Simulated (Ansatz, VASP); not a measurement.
One calculation of Lu, two programs

The input INCAR:

```
  PREC = Accurate
  ENCUT = 520
  EDIFF = 1E-6
  ISMEAR = -1
  SIGMA = 0.05
  LREAL = F
  LASPH = T
  NELM = 80
  ALGO = Normal
  ISIF = 2
  LWAVE = F
  LCHARG = F
  GGA = PS
  NBANDS = 32
```

KPOINTS

```
Automatic mesh
0
Gamma
  9 9 5
```

File POSCAR:

```
Lu
1.0
    3.4557550070      0.0000000000      0.0000000000
   -1.7278775035      2.9927716254      0.0000000000
    0.0000000000      0.0000000000      5.4758786414
Lu
2
Direct
    0.6666666667      0.3333333333      0.7500000000
    0.3333333333      0.6666666667      0.2500000000
```

File input.yaml:

```yaml
crystal:
  lattice:
    - [3.455755007, 0.0, 0.0]
    - [-1.7278775035, 2.9927716254, 0.0]
    - [0.0, 0.0, 5.4758786414]
  atoms:
    - { symbol: Lu, position: [0.6666666667, 0.3333333333, 0.75] }
    - { symbol: Lu, position: [0.3333333333, 0.6666666667, 0.25] }
hamiltonian:
  xc: pbesol
  pseudopotentials: { kind: paw }
kpoints:
  mp_grid: { grid: [9, 9, 5] }
scf:
  occupations: { method: fermi_dirac, width: 0.05 }
output:
  forces: true
  stress: true
  eigenvalues: true
```

Alike in both runs: task single point; functional PBEsol; k mesh 9 × 9 × 5; occupations fermi-dirac, width 0.05 eV; no spin polarisation.

```csv
,VASP,Ansatz
version,VASP 6.6.1,Ansatz 0.2.0
potentials or method,"VASP PAW PBE potentials, release 64 (Lu)",Ansatz PAW
plane-wave cutoff (eV),520,420
valence electrons in the cell,50,50
```

```tsv
	VASP	Ansatz	Ansatz less VASP
gap on the k mesh at the Fermi level (eV)	none	none	-
pressure (GPa)	-1.2	-1.3	-0.13
traceless stress, the component that is largest in VASP (GPa)	-0.83	-0.83	+0.001
```

VASP's potentials were made for PBE, not for PBEsol. A gap of «none» marks a metal or a gap that the smearing closes.

Neither program's run includes spin-orbit coupling.
